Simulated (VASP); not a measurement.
Runs of VASP 6.6.1 on TiAl. The structure is that of space group P4/mmm (No. 123), or close to it. The cells are those of the table. 

```tsv
cell	gap on the mesh (eV)	pressure (GPa)
a = 2.986, b = 2.986, c = 3.432 Å, 2 atoms	none	(c)
a = 2.697, b = 2.697, c = 4.093 Å, 2 atoms	none	7.8
a = 2.959, b = 2.959, c = 3.400 Å, 2 atoms	none	7.4
a = 2.891, b = 2.891, c = 3.562 Å, 2 atoms	none	7.5
a = 2.825, b = 2.825, c = 3.731 Å, 2 atoms	none	(b)
a = 2.760, b = 2.760, c = 3.908 Å, 2 atoms	none	7.9
a = 2.851, b = 2.851, c = 3.765 Å, 2 atoms	none	(a)
a = 3.246, b = 3.246, c = 2.825 Å, 2 atoms	none	8.0
```

Alike in all rows: task single point; level PBEsol; potentials or basis VASP PAW PBE potentials, release 64 (Ti_sv, Al); no spin polarisation; k mesh 16 × 16 × 16; cutoff (eV) 500; smearing gaussian 0.15 eV.

Estimate the missing entries.

(a) 3.7; (b) 7.6; (c) 3.6.

Caveats: the cell stands under pressure; the PAW data sets were made with another functional, which shifts forces and pressure a little.

A gap of «none» marks levels without a gap at the run's occupations.
